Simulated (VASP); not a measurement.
Input of a VASP 6.6.1 run:

Contents of INCAR:

```
  PREC = Accurate
  ENCUT = 520
  EDIFF = 1E-6
  ISMEAR = 0
  SIGMA = 0.15
  LREAL = F
  LASPH = T
  NELM = 80
  ALGO = Normal
  ISIF = 2
  LWAVE = F
  LCHARG = F
  GGA = PS
  NBANDS = 11
```

File KPOINTS:

```
regular mesh
0
Gamma
  18 18 18
```

The input POSCAR:

```
Hf
1.0
    0.0000000000      2.2200000000      2.3365500000
    2.2200000000      0.0000000000      2.3365500000
    2.2200000000      2.2200000000      0.0000000000
Hf
1
Direct
    0.0000000000      0.0000000000      0.0000000000
```

Potentials or basis: VASP PAW PBE potentials, release 64 (Hf_pv).

Launch:

```console
$ cat potpaw_PBE.64/Hf_pv/POTCAR > POTCAR
$ mpirun -np 1 vasp_std > vasp.out
```

Q: Estimate the band gap on the k mesh.

A: Zero (bands 5 and 6 overlap by 1.84 eV).

Q: Predict the pressure.

A: -6.7 GPa.

Stress tensor (GPa, compression positive):
```
-5.78  0.00  0.00
 0.00 -5.78  0.00
 0.00  0.00 -8.59
```

Caveat: the cell differs from its parent crystal (strain +0.0525 x Voigt [0, 0, 1, 0, 0, 0]); the cell stands under tension; the PAW data sets were made with another functional, which shifts forces and pressure a little; spin-orbit coupling is left out, which moves the levels of the heavy elements.
